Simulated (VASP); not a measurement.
# Bi (Fd-3m) in VASP: notebook

Bi is run at these levels: RPBE; tasks: single point.

Everything below comes from runs of VASP 6.6.1. Logs are shortened: lines on timing, memory, paths and dates and some standing lists are left out, and cuts for length are marked.

## (1) The cell of the first run

The structure is cubic, space group Fd-3m (No. 227). The conventional cell has a = 7.281 Å, b = 7.281 Å, c = 7.281 Å, α = 90.00°, β = 90.00°, γ = 90.00°. Within 4.1 Å of Bi (site symmetry -43m) lie 4 Bi at 3.15 Å.

## (2) Single point, RPBE (volume scaled by 0.96)

INCAR

```
SYSTEM = Bi
  PREC = Accurate
  ENCUT = 520
  EDIFF = 1E-7
  ISMEAR = -1
  SIGMA = 0.1
  LREAL = .False.
  LASPH = .True.
  NELM = 80
  ALGO = Normal
  ISIF = 2
  LWAVE = .False.
  LCHARG = .True.
  GGA = RP
  LELF = .True.
  LVHAR = .True.
  NBANDS = 22
```

KPOINTS

```
regular mesh
0
Gamma
  8 8 8
  0 0 0
```

POSCAR

```
Bi
1.0
    0.0000000000      3.6405691725      3.6405691725
    3.6405691725      0.0000000000      3.6405691725
    3.6405691725      3.6405691725      0.0000000000
Bi
2
Direct
    0.1250000000      0.1250000000      0.1250000000
    0.8750000000      0.8750000000      0.8750000000
```

Potentials or basis: VASP PAW PBE potentials, release 64 (Bi_d).

Launch:

```sh
cat potpaw_PBE.64/Bi_d/POTCAR > POTCAR
mpirun -np 1 vasp_std > vasp.out
```

OUTCAR:

```text
SYSTEM = Bi
   PREC = Accurate
   ENCUT = 520
   EDIFF = 1E-7
   ISMEAR = -1
   LREAL = .False.
   LASPH = .True.
   NELM = 80
   ISIF = 2
   GGA = RP

 ion  position               nearest neighbor table
   1  0.125  0.125  0.125-   2 3.15   2 3.15   2 3.15   2 3.15
   2  0.875  0.875  0.875-   1 3.15   1 3.15   1 3.15   1 3.15

  LATTYP: Found a face centered cubic cell.
 ALAT       =     7.2811383450

  Lattice vectors:

 A1 = (   0.0000000000,   3.6405691725,   3.6405691725)
 A2 = (   3.6405691725,   0.0000000000,   3.6405691725)
 A3 = (   3.6405691725,   3.6405691725,   0.0000000000)

Analysis of symmetry for initial positions (statically):
=====================================================================
 Subroutine PRICEL returns:
 Original cell was already a primitive cell.

 Routine SETGRP: Setting up the symmetry group for a
 face centered cubic supercell.

 Subroutine GETGRP returns: Found 48 space group operations
 (whereof 12 operations were pure point group operations)
 out of a pool of 48 trial point group operations.

The static configuration has the point symmetry D_3d.
 The point group associated with its full space group is O_h .

Analysis of symmetry for dynamics (positions and initial velocities):
=====================================================================
 Subroutine PRICEL returns:
 Original cell was already a primitive cell.

 Routine SETGRP: Setting up the symmetry group for a
 face centered cubic supercell.

 Subroutine GETGRP returns: Found 48 space group operations
 (whereof 12 operations were pure point group operations)
 out of a pool of 48 trial point group operations.

The dynamic configuration has the point symmetry D_3d.
 The point group associated with its full space group is O_h .

 Subroutine INISYM returns: Found 48 space group operations
 (whereof 12 operations are pure point group operations),
 and found     1 'primitive' translations

----------------------------------------------------------------------------------------

                                     Primitive cell

  volume of cell :      96.5023

  direct lattice vectors                    reciprocal lattice vectors
     0.000000000  3.640569172  3.640569172    -0.137341162  0.137341162  0.137341162
     3.640569172  0.000000000  3.640569172     0.137341162 -0.137341162  0.137341162
     3.640569172  3.640569172  0.000000000     0.137341162  0.137341162 -0.137341162

  length of vectors
     5.148542299  5.148542299  5.148542299     0.237881870  0.237881870  0.237881870

  position of ions in fractional coordinates (direct lattice)
     0.125000000  0.125000000  0.125000000
     0.875000000  0.875000000  0.875000000

  ion indices of the primitive-cell ions
   primitive index   ion index
                 1           1
                 2           2

----------------------------------------------------------------------------------------

 KPOINTS: regular mesh

Automatic generation of k-mesh.
 Grid dimensions read from file:
 generate k-points for:    8    8    8

 Generating k-lattice:

  Cartesian coordinates                     Fractional coordinates (reciprocal lattice)
    -0.017167645  0.017167645  0.017167645     0.125000000  0.000000000  0.000000000
     0.017167645 -0.017167645  0.017167645     0.000000000  0.125000000  0.000000000
     0.017167645  0.017167645 -0.017167645     0.000000000  0.000000000  0.125000000

  Length of vectors
     0.029735234  0.029735234  0.029735234

  Shift w.r.t. Gamma in fractional coordinates (k-lattice)
     0.000000000  0.000000000  0.000000000

 Subroutine IBZKPT returns following result:
 ===========================================

 Found     29 irreducible k-points:

 Following reciprocal coordinates:
            Coordinates               Weight
  0.000000  0.000000  0.000000      1.000000
  0.125000  0.000000  0.000000      8.000000
  0.250000  0.000000  0.000000      8.000000
  0.375000  0.000000  0.000000      8.000000
  0.500000  0.000000  0.000000      4.000000
  0.125000  0.125000  0.000000      6.000000
[... 16 lines left out ...]
  0.500000  0.250000  0.125000     48.000000
 -0.375000  0.250000  0.125000     24.000000
 [... further k-points ...]
   k-points           NKPTS =     29   k-points in BZ     NKDIM =     29   number of bands    NBANDS=     22
   number of dos      NEDOS =    301   number of ions     NIONS =      2
   total plane-waves  NPLWV =  64000
   dimension x,y,z NGX =    40 NGY =   40 NGZ =   40
   dimension x,y,z NGXF=    80 NGYF=   80 NGZF=   80
   ions per type =               2
   NGX,Y,Z   is equivalent  to a cutoff of  12.92, 12.92, 12.92 a.u.
   NGXF,Y,Z  is equivalent  to a cutoff of  25.83, 25.83, 25.83 a.u.
 SYSTEM =  Bi
   PREC   = accura    normal or accurate (medium, high low for compatibility)
   ISTART =      0    job   : 0-new  1-cont  2-samecut
   ICHARG =      2    charge: 1-file 2-atom 10-const
   ISPIN  =      1    spin polarized calculation?
   LNONCOLLINEAR =      F non collinear calculations
   LSORBIT =      F    spin-orbit coupling
   LASPH  =      T    aspherical Exc in radial PAW
   ENCUT  =  520.0 eV  38.22 Ry    6.18 a.u.   9.57  9.57  9.57*2*pi/ulx,y,z
   NELM   =     80;   NELMIN=  2; NELMDL= -5     # of ELM steps
   EDIFF  = 0.1E-06   stopping-criterion for ELM
   LREAL  =      F    real-space projection
   EDIFFG = 0.1E-05   stopping-criterion for IOM
   NSW    =      0    number of steps for IOM
   IBRION =     -1    ionic relax: 0-MD 1-quasi-New 2-CG
   NFREE  =      0    steps in history (QN), initial steepest desc. (CG)
   ISIF   =      2    stress and relaxation
   ISYM   =      2    0-nonsym 1-usesym 2-fastsym
   POTIM  = 0.5000    time-step for ionic-motion
   TEBEG  =    0.0;   TEEND  =   0.0 temperature during run
   PSTRESS=    0.0 pullay stress
   NELECT =      30.0000    total number of electrons
   NUPDOWN=      -1.0000    fix difference up-down
   EMIN   =  10.00;   EMAX   =-10.00  energy-range for DOS
   EFERMI =   0.00;   METHOD = LEGACY
   ISMEAR =    -1;   SIGMA  =   0.10  broadening in eV -4-tet -1-fermi 0-gaus
   EFERMI_NEDOS =   21; number of points for ismear=-14 and -15
   IALGO  =     38    algorithm
   IMIX   =      4    mixing-type and parameters
     AMIX     =   0.40;   BMIX     =  1.00
     AMIX_MAG =   1.60;   BMIX_MAG =  1.00
  volume/ion in A,a.u.               =      48.25       325.61
  Fermi-wavevector in a.u.,A,eV,Ry     =   1.109011  2.095727 16.733887  1.229906
  Thomas-Fermi vector in A             =   2.245546
   LORBIT       =      0    0 simple, 1 ext, 2 COOP (PROOUT), +10 PAW based schemes
   GGA     = RP    functional components
   LHFCALC =     F    Hartree Fock is set to
   AEXX    =    0.0000 exact exchange contribution
   IVDW    =     0    specifies the selected vdW correction
   LEPSILON=     F    determine dielectric tensor
   LRPA    =     F    only Hartree local field effects (RPA)
 non-spin polarized calculation
  energy-cutoff  :      520.00
  volume of cell :       96.50
 maximum number of plane-waves:      2637
 NGX is ok and might be reduce to    40
   NGX = 19   NGY = 19   NGZ = 19

 number of electron      29.9999988 magnetization

 Free energy of the ion-electron system (eV)
  ---------------------------------------------------
  ext. energy  EPLUGINS =         0.00000000
  ---------------------------------------------------
  free energy    TOTEN  =        -6.76555546 eV

  energy without entropy =       -6.72781659  energy(sigma->0) =       -6.74668603

 E-fermi :   3.7109     XC(G=0):  -7.6669

 val. band max:        3.6796807175   @ k =   0.2500   0.2500   0.0000
 cond. band min:       3.7695886573   @ k =  -0.3750   0.5000   0.1250
 fundamental gap:      0.0899079398
 Fermi energy:         3.7109071901

 k-point     1 :       0.0000    0.0000    0.0000
  band No.  band energies     occupation
      1     -19.1337      2.00000
      2     -19.1337      2.00000
      3     -19.1337      2.00000
      4     -19.0960      2.00000
      5     -19.0960      2.00000
      6     -18.9378      2.00000
[... 14 lines left out ...]
     21      10.6222      0.00000
     22      11.1938      0.00000

 k-point     2 :       0.1250    0.0000    0.0000
  band No.  band energies     occupation
      1     -19.1388      2.00000
      2     -19.1388      2.00000
      3     -19.1313      2.00000
      4     -19.0889      2.00000
      5     -19.0889      2.00000
      6     -18.9476      2.00000
[... 14 lines left out ...]
     21      10.0890      0.00000
     22      10.8308      0.00000

 k-point     3 :       0.2500    0.0000    0.0000
  band No.  band energies     occupation
      1     -19.1467      2.00000
      2     -19.1467      2.00000
      3     -19.1252      2.00000
      4     -19.0763      2.00000
      5     -19.0763      2.00000
      6     -18.9605      2.00000
[... 14 lines left out ...]
     21       9.8638      0.00000
     22      10.7220      0.00000

 k-point     4 :       0.3750    0.0000    0.0000
  band No.  band energies     occupation
      1     -19.1519      2.00000
      2     -19.1519      2.00000
      3     -19.1186      2.00000
      4     -19.0670      2.00000
      5     -19.0670      2.00000
      6     -18.9691      2.00000
[... 14 lines left out ...]
     21      10.2456      0.00000
     22      10.9347      0.00000

 k-point     5 :       0.5000    0.0000    0.0000
  band No.  band energies     occupation
      1     -19.1535      2.00000
      2     -19.1535      2.00000
      3     -19.1158      2.00000
      4     -19.0639      2.00000
      5     -19.0639      2.00000
      6     -18.9720      2.00000
[... 417 lines left out ...]
 k-point    22 :       0.3750    0.2500    0.1250
  band No.  band energies     occupation
      1     -19.1548      2.00000
      2     -19.1540      2.00000
      3     -19.1160      2.00000
      4     -19.0702      2.00000
      5     -19.0521      2.00000
      6     -18.9916      2.00000
[... 14 lines left out ...]
     21      10.6250      0.00000
     22      12.2200      0.00000

 k-point    23 :       0.5000    0.2500    0.1250
  band No.  band energies     occupation
      1     -19.1648      2.00000
      2     -19.1586      2.00000
      3     -19.0983      2.00000
      4     -19.0585      2.00000
      5     -19.0420      2.00000
      6     -19.0004      2.00000
[... 14 lines left out ...]
     21      10.8904      0.00000
     22      11.5440      0.00000

 k-point    24 :      -0.3750    0.2500    0.1250
  band No.  band energies     occupation
      1     -19.1687      2.00000
      2     -19.1601      2.00000
      3     -19.0897      2.00000
      4     -19.0499      2.00000
      5     -19.0422      2.00000
      6     -18.9987      2.00000
[... 14 lines left out ...]
     21      10.8962      0.00000
     22      11.2228      0.00000

 [... further k-points ...]

------------------------ aborting loop because EDIFF is reached ----------------------------------------

  FORCE on cell =-STRESS in cart. coord.  units (eV):
  Direction    XX          YY          ZZ          XY          YZ          ZX
  --------------------------------------------------------------------------------------
  -------------------------------------------------------------------------------------
  Total        0.6693946      0.6693946      0.6693946      0.0000000      0.0000000      0.0000000
  in kB       11.1136043     11.1136043     11.1136043      0.0000000      0.0000000      0.0000000
  external PRESSURE =      11.1136043 kB  Pullay stress =       0.0000000 kB

 VOLUME and BASIS-vectors are now :
 -----------------------------------------------------------------------------
  energy-cutoff  :      520.00
  volume of cell :       96.50
      direct lattice vectors                 reciprocal lattice vectors
     0.000000000  3.640569172  3.640569172    -0.137341162  0.137341162  0.137341162
     3.640569172  0.000000000  3.640569172     0.137341162 -0.137341162  0.137341162
     3.640569172  3.640569172  0.000000000     0.137341162  0.137341162 -0.137341162

 POSITION                                       TOTAL-FORCE (eV/Angst)
 -----------------------------------------------------------------------------------
      0.91014      0.91014      0.91014        -0.000000     -0.000000     -0.000000
      6.37100      6.37100      6.37100         0.000000      0.000000      0.000000
 -----------------------------------------------------------------------------------
    total drift:                                0.000000      0.000000     -0.000000

  FREE ENERGIE OF THE ION-ELECTRON SYSTEM (eV)
  ---------------------------------------------------
  free  energy   TOTEN  =        -6.7655554583 eV

  energy  without entropy=       -6.7278165940  energy(sigma->0) =       -6.74668603
```

Wall time 27 s (1 thread of Intel Xeon 6975P-C (Granite Rapids), shared host); peak memory 0.25 GiB.

What came out:

- Free energy: -6.7656 eV
- Pressure: 1.1 GPa
- Band gap on the k mesh: zero (band 15 reaches 4.29 eV, above the bottom of band 16 at 3.35 eV)

Caveat: the cell differs from its parent crystal (volume scaled by 0.96); the PAW data sets were made with another functional, which shifts forces and pressure a little; spin-orbit coupling is left out, which moves the levels of the heavy elements.

## (3) Single point, RPBE

This run uses another cell than the first one, of 50.26 Å³/atom, 1.042 times its volume.

INCAR

```
SYSTEM = Bi
ALGO = Normal
EDIFF = 1E-6
ENCUT = 520
GGA = RP
ISIF = 2
ISMEAR = -1
LASPH = .TRUE.
LCHARG = .FALSE.
LREAL = .FALSE.
LWAVE = .FALSE.
NBANDS = 22
NELM = 60
PREC = Accurate
SIGMA = 0.1
```

KPOINTS

```
k-points
0
G
  8 8 8
  0 0 0
```

POSCAR

```
Bi
1.0
    0.0000000000      3.6904461810      3.6904461810
    3.6904461810      0.0000000000      3.6904461810
    3.6904461810      3.6904461810      0.0000000000
Bi
2
Direct
    0.1250000000      0.1250000000      0.1250000000
    0.8750000000      0.8750000000      0.8750000000
```

Potentials or basis: VASP PAW PBE potentials, release 64 (Bi_d).

Launch:

```sh
cat potpaw_PBE.64/Bi_d/POTCAR > POTCAR
mpirun -np 1 vasp_std > vasp.out
```

Run time: 22 s. Hardware: 1 thread of Intel Xeon 6975P-C (Granite Rapids), shared host; peak memory 0.25 GiB.

Results (log left out):

```yaml
Free_energy: -6.7797 eV
Pressure: 0.0 GPa
Band_gap_on_the_k_mesh: zero (band 15 reaches 3.89 eV, above the bottom of band 16 at 3.05 eV)
```

Levels at points of the mesh, in eV from the Fermi level:
| k point | band 13 | band 14 | band 15 | band 16 | band 17 | band 18 |
| --- | --- | --- | --- | --- | --- | --- |
| (0.00, 0.00, 0.00) | -1.27 | -1.27 | -1.27 | 0.87 | 0.87 | 0.87 |
| (0.50, 0.00, 0.00) | -2.24 | -1.99 | -1.99 | 1.87 | 1.87 | 3.52 |
| (0.50, 0.50, 0.00) | -2.75 | -2.75 | -0.33 | -0.33 | 4.04 | 4.04 |

Caveat: the PAW data sets were made with another functional, which shifts forces and pressure a little; spin-orbit coupling is left out, which moves the levels of the heavy elements.

## (4) Single point, RPBE

This run uses another cell than the first one, of 50.26 Å³/atom, 1.042 times its volume.

INCAR

```
PREC = Accurate ; ENCUT = 520
EDIFF = 1E-6 ; ISMEAR = -1
SIGMA = 0.1 ; LREAL = False
LASPH = True ; NELM = 80
ALGO = Normal ; ISIF = 2
LWAVE = False ; LCHARG = False
GGA = RP ; NBANDS = 22
```

KPOINTS

```
Automatic mesh
0
Gamma
  8 8 8
```

POSCAR is that of step 3.

Launch:

```sh
cat potpaw_PBE.64/Bi_d/POTCAR > POTCAR
mpirun -np 1 vasp_std > vasp.out
```

It took 22 s on 1 thread of Intel Xeon 6975P-C (Granite Rapids), shared host; peak memory 0.25 GiB.

It converged, with:

| Item | Value |
| --- | --- |
| Free energy | -6.7797 eV |
| Pressure | 0.0 GPa |
| Band gap on the k mesh | zero (band 15 reaches 3.89 eV, above the bottom of band 16 at 3.05 eV) |

Levels at points of the mesh, in eV from the Fermi level:
| k point | band 13 | band 14 | band 15 | band 16 | band 17 | band 18 |
| --- | --- | --- | --- | --- | --- | --- |
| (0.00, 0.00, 0.00) | -1.27 | -1.27 | -1.27 | 0.87 | 0.87 | 0.87 |
| (0.50, 0.00, 0.00) | -2.24 | -1.99 | -1.99 | 1.87 | 1.87 | 3.52 |
| (0.50, 0.50, 0.00) | -2.75 | -2.75 | -0.33 | -0.33 | 4.04 | 4.04 |

Caveat: the PAW data sets were made with another functional, which shifts forces and pressure a little; spin-orbit coupling is left out, which moves the levels of the heavy elements.

## (5) Single point, RPBE (volume scaled by 1.04)

INCAR

```
SYSTEM = Bi
ALGO     = Normal         ! electronic algorithm
EDIFF    = 1E-6           ! SCF threshold, eV
ENCUT    = 520            ! plane-wave cutoff, eV
GGA      = RP             ! functional
ISIF     = 2              ! what is computed and relaxed
ISMEAR   = -1             ! smearing method
LASPH    = .True.         ! aspherical terms in the spheres
LCHARG   = .False.        ! write CHGCAR
LREAL    = .False.        ! projectors in reciprocal space
LWAVE    = .False.        ! write WAVECAR
NBANDS   = 22             ! bands
NELM     = 60             ! most SCF steps
PREC     = Accurate       ! precision mode
SIGMA    = 0.1            ! smearing width, eV
```

KPOINTS

```
k-points
0
Gamma
  8 8 8
  0 0 0
```

POSCAR

```
Bi
1.0
    0.0000000000      3.7390102526      3.7390102526
    3.7390102526      0.0000000000      3.7390102526
    3.7390102526      3.7390102526      0.0000000000
Bi
2
Direct
    0.1250000000      0.1250000000      0.1250000000
    0.8750000000      0.8750000000      0.8750000000
```

Launch:

```sh
cat potpaw_PBE.64/Bi_d/POTCAR > POTCAR
mpirun -np 1 vasp_std > vasp.out
```

It took 24 s on 1 thread of Intel Xeon 6975P-C (Granite Rapids), shared host; peak memory 0.24 GiB.

It converged, with:

| Quantity | Value |
| --- | --- |
| Free energy | -6.7676 eV |
| Pressure | -1.0 GPa |
| Band gap on the k mesh | zero (band 15 reaches 3.53 eV, above the bottom of band 16 at 2.76 eV) |

Levels at points of the mesh, in eV from the Fermi level:
```csv
k point,band 13,band 14,band 15,band 16,band 17,band 18
"(0.00, 0.00, 0.00)",-1.22,-1.22,-1.22,0.87,0.87,0.87
"(0.50, 0.00, 0.00)",-2.16,-1.91,-1.91,1.84,1.84,3.31
"(0.50, 0.50, 0.00)",-2.63,-2.63,-0.30,-0.30,3.87,3.87
```

Caveat: the cell differs from its parent crystal (volume scaled by 1.04); the PAW data sets were made with another functional, which shifts forces and pressure a little; spin-orbit coupling is left out, which moves the levels of the heavy elements.

## (6) Overview

```csv
cell,gap on the mesh (eV),pressure (GPa)
"a = 5.149 Å, angles 60.0°, 2 atoms",none,1.1
"a = 5.219 Å, angles 60.0°, 2 atoms",none,0.0
"a = 5.288 Å, angles 60.0°, 2 atoms",none,-1.0
```

Alike in all rows: task single point; level RPBE; potentials or basis VASP PAW PBE potentials, release 64 (Bi_d); no spin polarisation; k mesh 8 × 8 × 8; cutoff (eV) 520; smearing fermi-dirac 0.1 eV.

Caveats: the PAW data sets were made with another functional, which shifts forces and pressure a little; spin-orbit coupling is left out, which moves the levels of the heavy elements.

Absolute energies hang on the potentials; compare differences alone.
